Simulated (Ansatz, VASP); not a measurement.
# TlW2 in VASP and in Ansatz

```
Tl W
1.0
     0.00000    3.86499    3.86499
     3.86499    0.00000    3.86499
     3.86499    3.86499    0.00000
Tl W
2 4
Direct
  0.00000 0.00000 0.00000
  0.25000 0.25000 0.25000
  0.62500 0.62500 0.62500
  0.12500 0.62500 0.62500
  0.62500 0.62500 0.12500
  0.62500 0.12500 0.62500
```

Change from the starting cell: species swapped into the HoPt2 type (Fd-3m, No. 227).

Alike in both runs: task relaxation of cell and atoms; functional PBE; k mesh 8 × 8 × 8; occupations gaussian, width 0.1 eV; no spin polarisation.

|  | VASP | Ansatz |
| --- | --- | --- |
| version | VASP 6.6.1 | Ansatz 0.2.0 |
| potentials or method | VASP PAW PBE potentials, release 64 (Tl_d, W_sv), cutoff 600 eV | scalar-relativistic, plane waves, PAW |
| valence electrons in the cell | 82 | 82 |

VASP gave:

* gap on the k mesh at the Fermi level, each at its own relaxed structure (eV): none
* relaxed volume (Å³/atom): 19.22
* relaxed length of the cell vector where the two differ most in proportion (Å): 5.463

Which values does Ansatz return?

gap on the k mesh at the Fermi level, each at its own relaxed structure (eV): none; relaxed volume (Å³/atom): 19.19; relaxed length of the cell vector where the two differ most in proportion (Å): 5.461.

A gap of «none» marks a metal or a gap that the smearing closes.

Spin-orbit coupling is off throughout.
